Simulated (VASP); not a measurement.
A run of VASP 6.6.1:

File INCAR:

```
SYSTEM = AlRu
ALGO     = Fast           ! electronic algorithm
EDIFF    = 1E-6           ! SCF threshold, eV
ENCUT    = 520            ! plane-wave cutoff, eV
GGA      = PS             ! functional
ISIF     = 2              ! what is computed and relaxed
ISMEAR   = 0              ! smearing method
LASPH    = .True.         ! aspherical terms in the spheres
LCHARG   = .False.        ! write CHGCAR
LREAL    = .False.        ! projectors in reciprocal space
LWAVE    = .False.        ! write WAVECAR
NBANDS   = 16             ! bands
NELM     = 80             ! most SCF steps
PREC     = Accurate       ! precision mode
SIGMA    = 0.1            ! smearing width, eV
```

Contents of KPOINTS:

```
k-points
0
Gamma
  14 14 14
  0 0 0
```

POSCAR

```
AlRu
1.0
    2.9763250960      0.0000000000      0.0000000000
    0.0000000000      2.9763250960      0.0000000000
    0.0000000000      0.0000000000      2.9763250960
Al Ru
1 1
Direct
    0.0000000000      0.0000000000      0.0000000000
    0.5000000000      0.5000000000      0.5000000000
```

Potentials or basis: VASP PAW PBE potentials, release 64 (Al, Ru_pv).

Launch:

```bash
$ cat potpaw_PBE.64/Al/POTCAR potpaw_PBE.64/Ru_pv/POTCAR > POTCAR
$ mpirun -np 1 vasp_std > vasp.out
```

Hardware: 1 thread of Intel(R) Xeon(R) 6975P-C (Granite Rapids), on a shared host.

Question: How long does it take, and how much memory?

Answer: Run time: 13 s on 1 thread of Intel(R) Xeon(R) 6975P-C (Granite Rapids), on a shared host, peak memory 0.16 GiB. Counts: scf iterations 13, k points 120.
